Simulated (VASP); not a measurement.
Set up this calculation in VASP 6.6.1, as the native input.

```
Task                   : relaxation of shape and atoms at fixed volume
Functional             : r2SCAN
Potentials or basis    : VASP PAW PBE potentials, release 64 (Be)
Cutoff                 : 600 eV
k mesh                 : 24 × 24 × 12
Occupations            : gaussian, width 0.1 eV
Spin                   : no spin polarisation
Dipole correction      : no
Further INCAR settings : ALGO = Normal; EDIFF = 1e-06; IBRION = 2; EDIFFG = -0.01; NSW = 50; ISIF = 4
```

The system is Be.

```
Be
1.0
     2.28647    0.00000    0.00000
    -1.14324    1.98014    0.00000
     0.00000    0.00000    3.59849
Be
2
Cartesian
  0.0000 1.3201 0.8996
  1.1432 0.6600 2.6989
```

These files were run (other wordings do the same):

POSCAR

```
Be
1.0
    2.2864705486      0.0000000000      0.0000000000
   -1.1432352743      1.9801415801      0.0000000000
    0.0000000000      0.0000000000      3.5984913940
Be
2
Direct
    0.3333333333      0.6666666667      0.2500000000
    0.6666666667      0.3333333333      0.7500000000
```

INCAR.step1

```
PREC = Accurate
ENCUT = 600
ISMEAR = 0
SIGMA = 0.1
LREAL = False
LASPH = True
NELM = 80
GGA = PE
ALGO = Normal
EDIFF = 1E-4
LWAVE = True
LCHARG = False
```

INCAR.step2

```
PREC = Accurate
ENCUT = 600
EDIFF = 1E-6
ISMEAR = 0
SIGMA = 0.1
LREAL = False
LASPH = True
NELM = 80
ALGO = Normal
ISIF = 4
LWAVE = False
LCHARG = False
METAGGA = R2SCAN
LMIXTAU = True
IBRION = 2
NSW = 50
EDIFFG = -0.01
ISTART = 1
```

KPOINTS

```
regular mesh
0
Gamma
  24 24 12
```

Potentials or basis: VASP PAW PBE potentials, release 64 (Be).

Run with:

```bash
$ cat potpaw_PBE.64/Be/POTCAR > POTCAR
$ cp INCAR.step1 INCAR
$ mpirun -np 1 vasp_std > vasp.out
$ cp INCAR.step2 INCAR
$ mpirun -np 1 vasp_std > vasp.out
```

It gave:

```json
{
  "Energy gained by relaxing": "0.0 meV/atom",
  "Ionic steps": "2",
  "Pressure after relaxing": "-3.3 GPa",
  "Band gap on the k mesh": "zero (bands 2 and 3 overlap by 2.18 eV)"
}
```

Caveat: the PAW data sets were made with another functional, which shifts forces and pressure a little.

Wall time 3.7 min on 1 thread of Intel Xeon 8259CL, with other jobs on the host, peak memory 0.17 GiB.
